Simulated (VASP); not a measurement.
A run of VASP 6.6.1 is set up as follows.

Contents of INCAR:

```
PREC = Accurate
ENCUT = 600
EDIFF = 1E-6
ISMEAR = 0
SIGMA = 0.02
LREAL = F
LASPH = T
NELM = 200
ALGO = Normal
ISIF = 2
LWAVE = F
LCHARG = F
ISPIN = 2
MAGMOM = -0.95 -0.95 0 0 0 0
LORBIT = 11
LMAXMIX = 4
LDAU = T
LDAUTYPE = 2
LDAUL = 2 -1
LDAUU = 3.25 0
LDAUJ = 0 0
LDAUPRINT = 1
GGA = PE
NBANDS = 38
GGA_COMPAT = F
```

File KPOINTS:

```
regular mesh
0
Gamma
  6 6 10
```

POSCAR

```
VO2
1.0
    4.4890667295      0.0000000000      0.0000000000
    0.0000000000      4.4890667295      0.0000000000
    0.0000000000      0.0000000000      3.0296955451
V O
2 4
Direct
    0.0000000000      0.0000000000      0.0000000000
    0.5000000000      0.5000000000      0.5000000000
    0.2989531790      0.2989531790      0.0000000000
    0.7010468210      0.7010468210      0.0000000000
    0.7989531790      0.2010468210      0.5000000000
    0.2010468210      0.7989531790      0.5000000000
```

Potentials or basis: VASP PAW PBE potentials, release 64 (V_sv, O).

Command:

```bash
$ cat potpaw_PBE.64/V_sv/POTCAR potpaw_PBE.64/O/POTCAR > POTCAR
$ mpirun -np 1 vasp_std > vasp.out
```

Problem. Predict the largest force.

Solution. 0.051 eV/Å.

Problem. Predict the pressure.

Solution. 2.3 GPa.

Problem. Predict the net moment.

Solution. -2.00 μB per cell.

Eigenvalues of the final occupation matrices:
```tsv
site	spin	trace	eigenvalues
site 1 d	1	0.86	0.05 0.11 0.13 0.26 0.31
site 1 d	2	1.91	0.14 0.17 0.28 0.38 0.93
site 2 d	1	0.86	0.05 0.11 0.13 0.26 0.31
site 2 d	2	1.91	0.14 0.17 0.28 0.38 0.93
```

The state reached can hang on the start; a lower one may exist.
